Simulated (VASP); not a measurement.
# N (P6_3/mmc) in VASP: single point with PBEsol

Aim: the single point of N with PBEsol.

All numbers are computed with VASP 6.6.1; they aren't measurements. Logs are shortened: lines on timing, memory, paths and dates and some standing lists are left out, and cuts for length are marked.

### Step 1. The cell of the first run

It takes space group P6_3/mmc (No. 194, hexagonal). The conventional cell has a = 2.519 Å, b = 2.519 Å, c = 2.446 Å, α = 90.00°, β = 90.00°, γ = 120.00°. N (site symmetry -6m2) has 14 N at 1.90 to 2.52 Å within 2.6 Å.

### Step 2. Single point, PBEsol

The input, INCAR:

```
SYSTEM = N
  PREC = Accurate
  ENCUT = 600
  EDIFF = 1E-6
  ISMEAR = -1
  SIGMA = 0.05
  LREAL = .FALSE.
  LASPH = .TRUE.
  NELM = 120
  ALGO = Normal
  ISIF = 2
  LWAVE = .FALSE.
  LCHARG = .FALSE.
  GGA = PS
  NBANDS = 12
  GGA_COMPAT = .FALSE.
```

The input, KPOINTS:

```
Automatic mesh
0
G
  7 7 6
  0 0 0
```

The input, POSCAR:

```
N
1.0
    2.5194740000      0.0000000000      0.0000000000
   -1.2597370000      2.1819280000      0.0000000000
    0.0000000000      0.0000000000      2.4460020000
N
2
Direct
    0.6666666667      0.3333333333      0.2500000000
    0.3333333333      0.6666666667      0.7500000000
```

Potentials or basis: VASP PAW PBE potentials, release 64 (N).

The run is started by

```sh
$ cat potpaw_PBE.64/N/POTCAR > POTCAR
$ mpirun -np 1 vasp_std > vasp.out
```

OUTCAR:

```text
SYSTEM = N
   PREC = Accurate
   ENCUT = 600
   EDIFF = 1E-6
   ISMEAR = -1
   LREAL = .FALSE.
   LASPH = .TRUE.
   NELM = 120
   ISIF = 2
   GGA = PS

 ion  position               nearest neighbor table
   1  0.667  0.333  0.250-
   2  0.333  0.667  0.750-

  LATTYP: Found a hexagonal cell.
 ALAT       =     2.5194740000
 C/A-ratio  =     0.9708383575

  Lattice vectors:

 A1 = (   2.5194740000,   0.0000000000,   0.0000000000)
 A2 = (  -1.2597370000,   2.1819280000,   0.0000000000)
 A3 = (   0.0000000000,   0.0000000000,   2.4460020000)

Analysis of symmetry for initial positions (statically):
=====================================================================
 Subroutine PRICEL returns:
 Original cell was already a primitive cell.

 Routine SETGRP: Setting up the symmetry group for a
 hexagonal supercell.

 Subroutine GETGRP returns: Found 24 space group operations
 (whereof 12 operations were pure point group operations)
 out of a pool of 24 trial point group operations.

The static configuration has the point symmetry D_3d.
 The point group associated with its full space group is D_6h.

Analysis of symmetry for dynamics (positions and initial velocities):
=====================================================================
 Subroutine PRICEL returns:
 Original cell was already a primitive cell.

 Routine SETGRP: Setting up the symmetry group for a
 hexagonal supercell.

 Subroutine GETGRP returns: Found 24 space group operations
 (whereof 12 operations were pure point group operations)
 out of a pool of 24 trial point group operations.

The dynamic configuration has the point symmetry D_3d.
 The point group associated with its full space group is D_6h.

 Subroutine INISYM returns: Found 24 space group operations
 (whereof 12 operations are pure point group operations),
 and found     1 'primitive' translations

----------------------------------------------------------------------------------------

                                     Primitive cell

  volume of cell :      13.4464

  direct lattice vectors                    reciprocal lattice vectors
     2.519474000  0.000000000  0.000000000     0.396908244  0.229155133  0.000000000
    -1.259737000  2.181928000  0.000000000     0.000000000  0.458310265  0.000000000
     0.000000000  0.000000000  2.446002000     0.000000000  0.000000000  0.408830410

  length of vectors
     2.519474000  2.519473577  2.446002000     0.458310188  0.458310265  0.408830410

  position of ions in fractional coordinates (direct lattice)
     0.666666667  0.333333333  0.250000000
     0.333333333  0.666666667  0.750000000

  ion indices of the primitive-cell ions
   primitive index   ion index
                 1           1
                 2           2

----------------------------------------------------------------------------------------

 KPOINTS: Automatic mesh

Automatic generation of k-mesh.
 Grid dimensions read from file:
 generate k-points for:    7    7    6

 Generating k-lattice:

  Cartesian coordinates                     Fractional coordinates (reciprocal lattice)
     0.056701178  0.032736448  0.000000000     0.142857143  0.000000000  0.000000000
     0.000000000  0.065472895  0.000000000     0.000000000  0.142857143  0.000000000
     0.000000000  0.000000000  0.068138402     0.000000000  0.000000000  0.166666667

  Length of vectors
     0.065472884  0.065472895  0.068138402

  Shift w.r.t. Gamma in fractional coordinates (k-lattice)
     0.000000000  0.000000000  0.000000000

 Subroutine IBZKPT returns following result:
 ===========================================

 Found     32 irreducible k-points:

 Following reciprocal coordinates:
            Coordinates               Weight
  0.000000  0.000000  0.000000      1.000000
  0.142857  0.000000  0.000000      6.000000
  0.285714 -0.000000  0.000000      6.000000
  0.428571 -0.000000  0.000000      6.000000
  0.142857  0.142857  0.000000      6.000000
  0.285714  0.142857  0.000000     12.000000
[... 16 lines left out ...]
  0.428571  0.142857  0.333333     12.000000
  0.285714  0.285714  0.333333     12.000000
 [... further k-points ...]
   k-points           NKPTS =     32   k-points in BZ     NKDIM =     32   number of bands    NBANDS=     12
   number of dos      NEDOS =    301   number of ions     NIONS =      2
   total plane-waves  NPLWV =   8000
   dimension x,y,z NGX =    20 NGY =   20 NGZ =   20
   dimension x,y,z NGXF=    40 NGYF=   40 NGZF=   40
   ions per type =               2
   NGX,Y,Z   is equivalent  to a cutoff of  13.20, 13.20, 13.59 a.u.
   NGXF,Y,Z  is equivalent  to a cutoff of  26.39, 26.39, 27.19 a.u.
 SYSTEM =  N
   PREC   = accura    normal or accurate (medium, high low for compatibility)
   ISTART =      0    job   : 0-new  1-cont  2-samecut
   ICHARG =      2    charge: 1-file 2-atom 10-const
   ISPIN  =      1    spin polarized calculation?
   LNONCOLLINEAR =      F non collinear calculations
   LSORBIT =      F    spin-orbit coupling
   LASPH  =      T    aspherical Exc in radial PAW
   ENCUT  =  600.0 eV  44.10 Ry    6.64 a.u.   5.03  5.03  4.89*2*pi/ulx,y,z
   NELM   =    120;   NELMIN=  2; NELMDL= -5     # of ELM steps
   EDIFF  = 0.1E-05   stopping-criterion for ELM
   LREAL  =      F    real-space projection
   EDIFFG = 0.1E-04   stopping-criterion for IOM
   NSW    =      0    number of steps for IOM
   IBRION =     -1    ionic relax: 0-MD 1-quasi-New 2-CG
   NFREE  =      0    steps in history (QN), initial steepest desc. (CG)
   ISIF   =      2    stress and relaxation
   ISYM   =      2    0-nonsym 1-usesym 2-fastsym
   POTIM  = 0.5000    time-step for ionic-motion
   TEBEG  =    0.0;   TEEND  =   0.0 temperature during run
   PSTRESS=    0.0 pullay stress
   NELECT =      10.0000    total number of electrons
   NUPDOWN=      -1.0000    fix difference up-down
   EMIN   =  10.00;   EMAX   =-10.00  energy-range for DOS
   EFERMI =   0.00;   METHOD = LEGACY
   ISMEAR =    -1;   SIGMA  =   0.05  broadening in eV -4-tet -1-fermi 0-gaus
   EFERMI_NEDOS =   21; number of points for ismear=-14 and -15
   IALGO  =     38    algorithm
   IMIX   =      4    mixing-type and parameters
     AMIX     =   0.40;   BMIX     =  1.00
     AMIX_MAG =   1.60;   BMIX_MAG =  1.00
  volume/ion in A,a.u.               =       6.72        45.37
  Fermi-wavevector in a.u.,A,eV,Ry     =   1.483221  2.802881 29.932053  2.199944
  Thomas-Fermi vector in A             =   2.596909
   LORBIT       =      0    0 simple, 1 ext, 2 COOP (PROOUT), +10 PAW based schemes
   GGA     = PS    functional components
   LHFCALC =     F    Hartree Fock is set to
   AEXX    =    0.0000 exact exchange contribution
   IVDW    =     0    specifies the selected vdW correction
   LEPSILON=     F    determine dielectric tensor
   LRPA    =     F    only Hartree local field effects (RPA)
 non-spin polarized calculation
  energy-cutoff  :      600.00
  volume of cell :       13.45
 maximum number of plane-waves:       457
 NGX is ok and might be reduce to    20
   NGX =  9   NGY =  9   NGZ =  9

 number of electron      10.0000000 magnetization

 Free energy of the ion-electron system (eV)
  ---------------------------------------------------
  ext. energy  EPLUGINS =         0.00000000
  ---------------------------------------------------
  free energy    TOTEN  =       -10.48488699 eV

  energy without entropy =      -10.47587282  energy(sigma->0) =      -10.48037991

 E-fermi :   6.7977     XC(G=0): -13.2675

 val. band max:        6.7293402348   @ k =   0.2857  -0.0000   0.1667
 cond. band min:       6.8053875412   @ k =   0.2857   0.2857   0.3333
 fundamental gap:      0.0760473064
 Fermi energy:         6.7976950764

 k-point     1 :       0.0000    0.0000    0.0000
  band No.  band energies     occupation
      1     -15.0875      2.00000
      2       1.4029      2.00000
      3       2.1852      2.00000
      4       4.6471      2.00000
      5       4.6471      2.00000
      6       9.8324      0.00000
      7       9.8324      0.00000
      8      13.1814      0.00000
      9      21.3107      0.00000
     10      24.7971      0.00000
     11      32.1830      0.00000
     12      32.1830      0.00000

 k-point     2 :       0.1429    0.0000    0.0000
  band No.  band energies     occupation
      1     -14.5952      2.00000
      2      -0.1062      2.00000
      3       2.5852      2.00000
      4       3.9458      2.00000
      5       4.7630      2.00000
      6       9.6609      0.00000
      7      10.5018      0.00000
      8      12.5514      0.00000
      9      22.3909      0.00000
     10      24.4323      0.00000
     11      33.0020      0.00000
     12      33.0741      0.00000

 k-point     3 :       0.2857   -0.0000    0.0000
  band No.  band energies     occupation
      1     -13.1596      2.00000
      2      -3.3828      2.00000
      3       2.7923      2.00000
      4       3.7081      2.00000
      5       4.8371      2.00000
      6       9.5293      0.00000
      7      10.9366      0.00000
      8      11.5171      0.00000
      9      22.0497      0.00000
     10      26.3077      0.00000
     11      34.8410      0.00000
     12      35.2432      0.00000

 k-point     4 :       0.4286   -0.0000    0.0000
  band No.  band energies     occupation
      1     -11.0606      2.00000
      2      -6.7038      2.00000
      3       2.0768      2.00000
      4       4.7813      2.00000
      5       5.1551      2.00000
      6       9.1155      0.00000
      7       9.6944      0.00000
      8      12.0612      0.00000
      9      20.6136      0.00000
     10      29.9867      0.00000
     11      33.1839      0.00000
     12      34.7849      0.00000

 k-point     5 :       0.1429    0.1429    0.0000
  band No.  band energies     occupation
      1     -13.6288      2.00000
      2      -2.2540      2.00000
      3       2.2691      2.00000
      4       3.3514      2.00000
      5       5.4735      2.00000
      6       9.6988      0.00000
      7      11.0872      0.00000
      8      11.4345      0.00000
      9      23.6181      0.00000
     10      24.0729      0.00000
     11      34.3445      0.00000
     12      35.0193      0.00000
[... 228 lines left out ...]
      1     -11.4350      2.00000
      2      -5.4082      2.00000
      3       0.9755      2.00000
      4       4.0453      2.00000
      5       5.8201      2.00000
      6       8.6348      0.00000
      7      10.0154      0.00000
      8      11.8942      0.00000
      9      24.3973      0.00000
     10      28.3736      0.00000
     11      30.4142      0.00000
     12      34.0202      0.00000

 k-point    22 :       0.2857    0.1429    0.3333
  band No.  band energies     occupation
      1      -9.6842      2.00000
      2      -4.7921      2.00000
      3      -1.2042      2.00000
      4       2.4061      2.00000
      5       3.5190      2.00000
      6       8.0745      0.00000
      7      10.6084      0.00000
      8      12.3939      0.00000
      9      24.4705      0.00000
     10      28.4505      0.00000
     11      32.3966      0.00000
     12      37.0004      0.00000

 k-point    23 :       0.4286    0.1429    0.3333
  band No.  band energies     occupation
      1      -8.0855      2.00000
      2      -5.7914      2.00000
      3      -1.1026      2.00000
      4       1.3932      2.00000
      5       2.3742      2.00000
      6       7.8058      0.00000
      7      10.6781      0.00000
      8      12.6552      0.00000
      9      24.6357      0.00000
     10      28.4721      0.00000
     11      34.5747      0.00000
     12      37.5206      0.00000

 k-point    24 :       0.2857    0.2857    0.3333
  band No.  band energies     occupation
      1      -7.8027      2.00000
      2      -5.6686      2.00000
      3      -0.4706      2.00000
      4       0.5922      2.00000
      5       1.6050      2.00000
      6       6.8054      0.92323
      7      12.0165      0.00000
      8      12.7021      0.00000
      9      25.2366      0.00000
     10      29.0715      0.00000
     11      33.9386      0.00000
     12      36.8627      0.00000

 [... further k-points ...]
[... 5 lines left out ...]
  --------------------------------------------------------------------------------------
  -------------------------------------------------------------------------------------
  Total        0.1747378      0.1747377     -0.4341210      0.0000000     -0.0000000      0.0000000
  in kB       20.8204630     20.8204537    -51.7266394      0.0000000     -0.0000000      0.0000000
  external PRESSURE =      -3.3619076 kB  Pullay stress =       0.0000000 kB

 VOLUME and BASIS-vectors are now :
 -----------------------------------------------------------------------------
  energy-cutoff  :      600.00
  volume of cell :       13.45
      direct lattice vectors                 reciprocal lattice vectors
     2.519474000  0.000000000  0.000000000     0.396908244  0.229155133  0.000000000
    -1.259737000  2.181928000  0.000000000     0.000000000  0.458310265  0.000000000
     0.000000000  0.000000000  2.446002000     0.000000000  0.000000000  0.408830410

 POSITION                                       TOTAL-FORCE (eV/Angst)
 -----------------------------------------------------------------------------------
      1.25974      0.72731      0.61150         0.000000      0.000000      0.000000
     -0.00000      1.45462      1.83450        -0.000000     -0.000000      0.000000
 -----------------------------------------------------------------------------------
    total drift:                               -0.000000      0.000000      0.000000

  FREE ENERGIE OF THE ION-ELECTRON SYSTEM (eV)
  ---------------------------------------------------
  free  energy   TOTEN  =       -10.4848869940 eV

  energy  without entropy=      -10.4758728235  energy(sigma->0) =      -10.48037991
```

Run time: 7.4 s. Hardware: 1 thread of Intel Xeon 8259CL, shared host; peak memory 0.12 GiB.

What came out:

```yaml
Free_energy: -10.4849 eV
Pressure: -0.3 GPa
Band_gap_on_the_k_mesh: zero (bands 5 and 6 overlap by 4.42 eV)
```

Caveat: the k points lie up to 0.43 Å⁻¹ apart, too coarse for converged energies and pressures of a metal; the PAW data sets were made with another functional, which shifts forces and pressure a little.
